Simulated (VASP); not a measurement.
# HfO2 (R-3m) in VASP: notebook

Runs on HfO2. Level: r2SCAN. Tasks: single point.

Program: VASP 6.6.1. These are calculated values, not measurements. Logs are shortened: lines on timing, memory, paths and dates and some standing lists are left out, and cuts for length are marked.

**1. The cell of the first run**

The structure is trigonal, space group R-3m (No. 166). The conventional cell has a = 3.617 Å, b = 3.617 Å, c = 8.859 Å, α = 90.00°, β = 90.00°, γ = 120.00°. Hf (site symmetry -3m) has 8 O at 1.91 to 2.33 Å within 2.5 Å. O (site symmetry 3m) has 4 Hf at 1.91 to 2.33 Å and 3 O at 2.26 Å within 2.5 Å.

**2. Single point, r2SCAN (atoms displaced along a vibrational mode)**

Input file POSCAR:

```
HfO2
1.0
    0.0000000000      2.5575000000      2.5575000000
    2.5575000000      0.0000000000      2.5575000000
    2.5575000000      2.5575000000      0.0000000000
Hf O
1 2
Direct
    0.0000000000      0.0000000000      0.0000000000
    0.2161378141      0.2161378141      0.2161378141
    0.7838621859      0.7838621859      0.7838621859
```

Input file INCAR.step1:

```
SYSTEM = HfO2
  PREC = Accurate
  ENCUT = 520
  ISMEAR = 0
  SIGMA = 0.05
  LREAL = .FALSE.
  LASPH = .TRUE.
  NELM = 100
  NBANDS = 18
  GGA = PE
  ALGO = Normal
  EDIFF = 1E-4
  LWAVE = .TRUE.
  LCHARG = .FALSE.
```

Input file INCAR.step2:

```
SYSTEM = HfO2
  PREC = Accurate
  ENCUT = 520
  EDIFF = 1E-7
  ISMEAR = 0
  SIGMA = 0.05
  LREAL = .FALSE.
  LASPH = .TRUE.
  NELM = 100
  ALGO = Normal
  ISIF = 2
  LWAVE = .FALSE.
  LCHARG = .FALSE.
  METAGGA = R2SCAN
  LMIXTAU = .TRUE.
  NBANDS = 18
  ISTART = 1
```

Input file KPOINTS:

```
regular mesh
0
G
  8 8 8
  0 0 0
```

Potentials or basis: VASP PAW PBE potentials, release 64 (Hf_pv, O).

Launch:

```
cat potpaw_PBE.64/Hf_pv/POTCAR potpaw_PBE.64/O/POTCAR > POTCAR
cp INCAR.step1 INCAR
mpirun -np 1 vasp_std > vasp.out
cp INCAR.step2 INCAR
mpirun -np 1 vasp_std > vasp.out
```

OUTCAR:

```text
SYSTEM = HfO2
   PREC = Accurate
   ENCUT = 520
   EDIFF = 1E-7
   ISMEAR = 0
   LREAL = .FALSE.
   LASPH = .TRUE.
   NELM = 100
   ISIF = 2
   METAGGA = R2SCAN
   ISTART = 1

 ion  position               nearest neighbor table
   1  0.000  0.000  0.000-   2 1.91   3 1.91   3 2.33   3 2.33   3 2.33   2 2.33   2 2.33   2 2.33

   2  0.216  0.216  0.216-   1 1.91   1 2.33   1 2.33   1 2.33
   3  0.784  0.784  0.784-   1 1.91   1 2.33   1 2.33   1 2.33

  LATTYP: Found a face centered cubic cell.
 ALAT       =     5.1150000000

  Lattice vectors:

 A1 = (   0.0000000000,   2.5575000000,   2.5575000000)
 A2 = (   2.5575000000,   0.0000000000,   2.5575000000)
 A3 = (   2.5575000000,   2.5575000000,   0.0000000000)

Analysis of symmetry for initial positions (statically):
=====================================================================
 Subroutine PRICEL returns:
 Original cell was already a primitive cell.

 Routine SETGRP: Setting up the symmetry group for a
 face centered cubic supercell.

 Subroutine GETGRP returns: Found 12 space group operations
 (whereof 12 operations were pure point group operations)
 out of a pool of 48 trial point group operations.

The static configuration has the point symmetry D_3d.

Analysis of symmetry for dynamics (positions and initial velocities):
=====================================================================
 Subroutine PRICEL returns:
 Original cell was already a primitive cell.

 Routine SETGRP: Setting up the symmetry group for a
 face centered cubic supercell.

 Subroutine GETGRP returns: Found 12 space group operations
 (whereof 12 operations were pure point group operations)
 out of a pool of 48 trial point group operations.

The dynamic configuration has the point symmetry D_3d.

 Subroutine INISYM returns: Found 12 space group operations
 (whereof 12 operations are pure point group operations),
 and found     1 'primitive' translations

----------------------------------------------------------------------------------------

                                     Primitive cell

  volume of cell :      33.4562

  direct lattice vectors                    reciprocal lattice vectors
     0.000000000  2.557500000  2.557500000    -0.195503421  0.195503421  0.195503421
     2.557500000  0.000000000  2.557500000     0.195503421 -0.195503421  0.195503421
     2.557500000  2.557500000  0.000000000     0.195503421  0.195503421 -0.195503421

  length of vectors
     3.616851186  3.616851186  3.616851186     0.338621859  0.338621859  0.338621859

  position of ions in fractional coordinates (direct lattice)
     0.000000000  0.000000000  0.000000000
     0.216137814  0.216137814  0.216137814
     0.783862186  0.783862186  0.783862186

  ion indices of the primitive-cell ions
   primitive index   ion index
                 1           1
                 2           2
                 3           3

----------------------------------------------------------------------------------------

 KPOINTS: regular mesh

Automatic generation of k-mesh.
 Grid dimensions read from file:
 generate k-points for:    8    8    8

 Generating k-lattice:

  Cartesian coordinates                     Fractional coordinates (reciprocal lattice)
    -0.024437928  0.024437928  0.024437928     0.125000000  0.000000000  0.000000000
     0.024437928 -0.024437928  0.024437928     0.000000000  0.125000000  0.000000000
     0.024437928  0.024437928 -0.024437928     0.000000000  0.000000000  0.125000000

  Length of vectors
     0.042327732  0.042327732  0.042327732

  Shift w.r.t. Gamma in fractional coordinates (k-lattice)
     0.000000000  0.000000000  0.000000000

 Subroutine IBZKPT returns following result:
 ===========================================

 Found     65 irreducible k-points:

 Following reciprocal coordinates:
            Coordinates               Weight
  0.000000  0.000000  0.000000      1.000000
  0.125000  0.000000  0.000000      6.000000
  0.125000  0.125000  0.125000      2.000000
  0.250000  0.000000  0.000000      6.000000
  0.250000  0.250000  0.250000      2.000000
  0.375000  0.000000  0.000000      6.000000
[... 16 lines left out ...]
 -0.250000  0.125000  0.000000     12.000000
  0.125000  0.125000  0.375000      6.000000
 [... further k-points ...]
   k-points           NKPTS =     65   k-points in BZ     NKDIM =     65   number of bands    NBANDS=     18
   number of dos      NEDOS =    301   number of ions     NIONS =      3
   total plane-waves  NPLWV =  21952
   dimension x,y,z NGX =    28 NGY =   28 NGZ =   28
   dimension x,y,z NGXF=    56 NGYF=   56 NGZF=   56
   ions per type =               1   2
   NGX,Y,Z   is equivalent  to a cutoff of  12.87, 12.87, 12.87 a.u.
   NGXF,Y,Z  is equivalent  to a cutoff of  25.74, 25.74, 25.74 a.u.
 SYSTEM =  HfO2
   PREC   = accura    normal or accurate (medium, high low for compatibility)
   ISTART =      1    job   : 0-new  1-cont  2-samecut
   ICHARG =      0    charge: 1-file 2-atom 10-const
   ISPIN  =      1    spin polarized calculation?
   LNONCOLLINEAR =      F non collinear calculations
   LSORBIT =      F    spin-orbit coupling
   LASPH  =      T    aspherical Exc in radial PAW
   ENCUT  =  520.0 eV  38.22 Ry    6.18 a.u.   6.72  6.72  6.72*2*pi/ulx,y,z
   NELM   =    100;   NELMIN=  2; NELMDL=  0     # of ELM steps
   EDIFF  = 0.1E-06   stopping-criterion for ELM
   LREAL  =      F    real-space projection
   EDIFFG = 0.1E-05   stopping-criterion for IOM
   NSW    =      0    number of steps for IOM
   IBRION =     -1    ionic relax: 0-MD 1-quasi-New 2-CG
   NFREE  =      0    steps in history (QN), initial steepest desc. (CG)
   ISIF   =      2    stress and relaxation
   ISYM   =      2    0-nonsym 1-usesym 2-fastsym
   POTIM  = 0.5000    time-step for ionic-motion
   TEBEG  =    0.0;   TEEND  =   0.0 temperature during run
   PSTRESS=    0.0 pullay stress
   NELECT =      22.0000    total number of electrons
   NUPDOWN=      -1.0000    fix difference up-down
   EMIN   =  10.00;   EMAX   =-10.00  energy-range for DOS
   EFERMI =   0.00;   METHOD = LEGACY
   ISMEAR =     0;   SIGMA  =   0.05  broadening in eV -4-tet -1-fermi 0-gaus
   EFERMI_NEDOS =   21; number of points for ismear=-14 and -15
   IALGO  =     38    algorithm
   IMIX   =      4    mixing-type and parameters
     AMIX     =   0.40;   BMIX     =  1.00
     AMIX_MAG =   1.60;   BMIX_MAG =  1.00
  volume/ion in A,a.u.               =      11.15        75.26
  Fermi-wavevector in a.u.,A,eV,Ry     =   1.423607  2.690227 27.574337  2.026657
  Thomas-Fermi vector in A             =   2.544186
   LORBIT       =      0    0 simple, 1 ext, 2 COOP (PROOUT), +10 PAW based schemes
   METAGGA = R2SCAN    functional components
   LHFCALC =     F    Hartree Fock is set to
   AEXX    =    0.0000 exact exchange contribution
   IVDW    =     0    specifies the selected vdW correction
   LEPSILON=     F    determine dielectric tensor
   LRPA    =     F    only Hartree local field effects (RPA)
 non-spin polarized calculation
 Gauss-broadening in eV      SIGMA  =   0.05
  energy-cutoff  :      520.00
  volume of cell :       33.46
 maximum number of plane-waves:       934
   NGX = 13   NGY = 13   NGZ = 13

 number of electron      21.9999997 magnetization

 Free energy of the ion-electron system (eV)
  ---------------------------------------------------
  ext. energy  EPLUGINS =         0.00000000
  ---------------------------------------------------
  free energy    TOTEN  =       -66.34720262 eV

  energy without entropy =      -66.34720262  energy(sigma->0) =      -66.34720262

 E-fermi :   4.1060     XC(G=0): -12.3771

 val. band max:        3.8896197346   @ k =   0.5000   0.5000   0.0000
 cond. band min:       7.7263205927   @ k =   0.5000   0.0000   0.0000
 fundamental gap:      3.8367008581
 Fermi energy:         4.1060363582

 k-point     1 :       0.0000    0.0000    0.0000
  band No.  band energies     occupation
      1     -27.0970      2.00000
      2     -27.0106      2.00000
      3     -27.0106      2.00000
      4     -16.2416      2.00000
      5     -12.5416      2.00000
      6      -2.0884      2.00000
[... 10 lines left out ...]
     17      16.4661      0.00000
     18      18.0736      0.00000

 k-point     2 :       0.1250    0.0000    0.0000
  band No.  band energies     occupation
      1     -27.1281      2.00000
      2     -27.0453      2.00000
      3     -27.0153      2.00000
      4     -16.0737      2.00000
      5     -12.6893      2.00000
      6      -1.8922      2.00000
[... 10 lines left out ...]
     17      16.4618      0.00000
     18      17.0246      0.00000

 k-point     3 :       0.1250    0.1250    0.1250
  band No.  band energies     occupation
      1     -27.1919      2.00000
      2     -27.0186      2.00000
      3     -27.0186      2.00000
      4     -15.9347      2.00000
      5     -12.7528      2.00000
      6      -1.5279      2.00000
[... 10 lines left out ...]
     17      16.4605      0.00000
     18      16.9911      0.00000

 k-point     4 :       0.2500    0.0000    0.0000
  band No.  band energies     occupation
      1     -27.2445      2.00000
      2     -27.0827      2.00000
      3     -27.0266      2.00000
      4     -15.6795      2.00000
      5     -12.9903      2.00000
      6      -1.5264      2.00000
[... 375 lines left out ...]
      4     -14.1129      2.00000
      5     -13.6845      2.00000
      6      -1.0857      2.00000
[... 10 lines left out ...]
     17      13.3659      0.00000
     18      16.4692      0.00000

 k-point    23 :      -0.2500    0.1250    0.0000
  band No.  band energies     occupation
      1     -27.2570      2.00000
      2     -27.1414      2.00000
      3     -27.0464      2.00000
      4     -15.4458      2.00000
      5     -13.1688      2.00000
      6      -1.6754      2.00000
[... 10 lines left out ...]
     17      14.8357      0.00000
     18      16.4691      0.00000

 k-point    24 :       0.1250    0.1250    0.3750
  band No.  band energies     occupation
      1     -27.3726      2.00000
      2     -27.1031      2.00000
      3     -27.0322      2.00000
      4     -15.2372      2.00000
      5     -13.2011      2.00000
      6      -1.2164      2.00000
[... 10 lines left out ...]
     17      16.0536      0.00000
     18      16.4708      0.00000

 [... further k-points ...]

------------------------ aborting loop because EDIFF is reached ----------------------------------------

  FORCE on cell =-STRESS in cart. coord.  units (eV):
  Direction    XX          YY          ZZ          XY          YZ          ZX
  --------------------------------------------------------------------------------------
  -------------------------------------------------------------------------------------
  Total        2.6928798      2.6928798      2.6928798      2.7256559      2.7256559      2.7256559
  in kB      128.9586958    128.9586958    128.9586958    130.5282999    130.5282999    130.5282999
  external PRESSURE =     128.9586958 kB  Pullay stress =       0.0000000 kB

 VOLUME and BASIS-vectors are now :
 -----------------------------------------------------------------------------
  energy-cutoff  :      520.00
  volume of cell :       33.46
      direct lattice vectors                 reciprocal lattice vectors
     0.000000000  2.557500000  2.557500000    -0.195503421  0.195503421  0.195503421
     2.557500000  0.000000000  2.557500000     0.195503421 -0.195503421  0.195503421
     2.557500000  2.557500000  0.000000000     0.195503421  0.195503421 -0.195503421

 POSITION                                       TOTAL-FORCE (eV/Angst)
 -----------------------------------------------------------------------------------
      0.00000      0.00000      0.00000        -0.000000      0.000000     -0.000000
      1.10554      1.10554      1.10554         4.687914      4.687914      4.687914
      4.00946      4.00946      4.00946        -4.687914     -4.687914     -4.687914
 -----------------------------------------------------------------------------------
    total drift:                               -0.000000     -0.000000     -0.000000

  FREE ENERGIE OF THE ION-ELECTRON SYSTEM (eV)
  ---------------------------------------------------
  free  energy   TOTEN  =       -66.3472026151 eV

  energy  without entropy=      -66.3472026151  energy(sigma->0) =      -66.34720262
```

Wall time 2.3 min (1 thread of AMD EPYC 9R45 (Zen 5), shared host); peak memory 0.16 GiB.

Results:

```yaml
Free_energy: -66.3472 eV
Pressure: 12.9 GPa
Largest_force: 8.120 eV/Å
Band_gap_on_the_k_mesh: 3.84 eV (least direct gap 4.23 eV)
```

Forces on the atoms (eV/Å):
```
Hf   0.000  0.000  0.000
O    4.688  4.688  4.688
O   -4.688 -4.688 -4.688
```

Caveat: the cell differs from its parent crystal (atoms displaced along a vibrational mode); the cell stands under pressure; the PAW data sets were made with another functional, which shifts forces and pressure a little; spin-orbit coupling is left out, which moves the levels of the heavy elements.

**3. Single point, r2SCAN (atoms displaced along a vibrational mode)**

Input file POSCAR:

```
HfO2
1.0
    0.0000000000      2.5575000000      2.5575000000
    2.5575000000      0.0000000000      2.5575000000
    2.5575000000      2.5575000000      0.0000000000
Hf O
1 2
Direct
    0.0000000000      0.0000000000      0.0000000000
    0.2753966394      0.2753966394      0.2753966394
    0.7246033606      0.7246033606      0.7246033606
```

Input file INCAR.step1:

```
  PREC = Accurate
  ENCUT = 520
  ISMEAR = 0
  SIGMA = 0.05
  LREAL = F
  LASPH = T
  NELM = 60
  NBANDS = 18
  GGA = PE
  ALGO = Normal
  EDIFF = 1E-4
  LWAVE = T
  LCHARG = F
```

Input file INCAR.step2:

```
  PREC = Accurate
  ENCUT = 520
  EDIFF = 1E-7
  ISMEAR = 0
  SIGMA = 0.05
  LREAL = F
  LASPH = T
  NELM = 60
  ALGO = Normal
  ISIF = 2
  LWAVE = F
  LCHARG = T
  METAGGA = R2SCAN
  LMIXTAU = T
  LELF = T
  LVHAR = T
  NBANDS = 18
  ISTART = 1
```

Input file KPOINTS:

```
Automatic mesh
0
Gamma
  8 8 8
```

Potentials or basis: VASP PAW PBE potentials, release 64 (Hf_pv, O).

Launch:

```
cat potpaw_PBE.64/Hf_pv/POTCAR potpaw_PBE.64/O/POTCAR > POTCAR
cp INCAR.step1 INCAR
mpirun -np 1 vasp_std > vasp.out
cp INCAR.step2 INCAR
mpirun -np 1 vasp_std > vasp.out
```

Wall time 2.5 min (1 thread of AMD EPYC 9R45 (Zen 5), shared host); peak memory 0.16 GiB.

It converged, with:

- Free energy: -67.7124 eV
- Pressure: -3.5 GPa
- Largest force: 3.176 eV/Å
- Band gap on the k mesh: 4.08 eV (least direct gap 4.51 eV)

Forces on the atoms (eV/Å):
```
Hf   0.000  0.000  0.000
O   -1.834 -1.834 -1.834
O    1.834  1.834  1.834
```

Stress tensor (GPa, compression positive):
```
-3.55 -7.24 -7.24
-7.24 -3.55 -7.24
-7.24 -7.24 -3.55
```

Levels at points of the mesh, in eV from the valence-band top:
```csv
k point,band 8,band 9,band 10,band 11,band 12,band 13,band 14,band 15
"(0.00, 0.00, 0.00)",-4.52,-1.29,-0.35,-0.35,4.16,4.16,5.26,9.90
"(0.50, 0.00, 0.00)",-3.22,-2.86,-2.72,-1.19,4.26,5.27,6.88,8.39
"(0.50, 0.50, 0.50)",-3.69,-2.05,-1.04,-1.04,4.92,4.92,6.98,10.52
"(0.50, 0.50, 0.00)",-3.50,-1.86,-1.63,0.00,4.53,5.73,6.54,7.56
```

Caveat: the cell differs from its parent crystal (atoms displaced along a vibrational mode); the cell stands under tension; the PAW data sets were made with another functional, which shifts forces and pressure a little; spin-orbit coupling is left out, which moves the levels of the heavy elements. A k mesh can miss the band edges.
